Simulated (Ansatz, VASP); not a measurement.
## RbCl: VASP beside Ansatz

```
Rb Cl
1.0
     0.00000    2.97356    2.97356
     2.97356    0.00000    2.97356
     2.97356    2.97356    0.00000
Rb Cl
1 1
Direct
  0.00000 0.00000 0.00000
  0.50000 0.50000 0.50000
```

Change from the starting cell: volume scaled by 0.7, PAW files.

Alike in both runs: task single point; functional PBE; k mesh 13 × 13 × 13; occupations fermi-dirac, width 0.1 eV; no spin polarisation.

|  | VASP | Ansatz |
| --- | --- | --- |
| version | VASP 6.6.1 | Ansatz 0.2.0 |
| potentials or method | VASP PAW PBE potentials, release 64 (Rb_sv, Cl) | PAW with Ansatz's default frozen-core files, scalar-relativistic |
| plane-wave cutoff (eV) | 500 | 420 |
| valence electrons in the cell | 16 | 16 |

|  | VASP | Ansatz | Ansatz less VASP |
| --- | --- | --- | --- |
| gap on the k mesh at the Fermi level (eV) | 5.76 | 5.76 | 0.000 |
| pressure (GPa) | 12.5 | 12.4 | -0.10 |
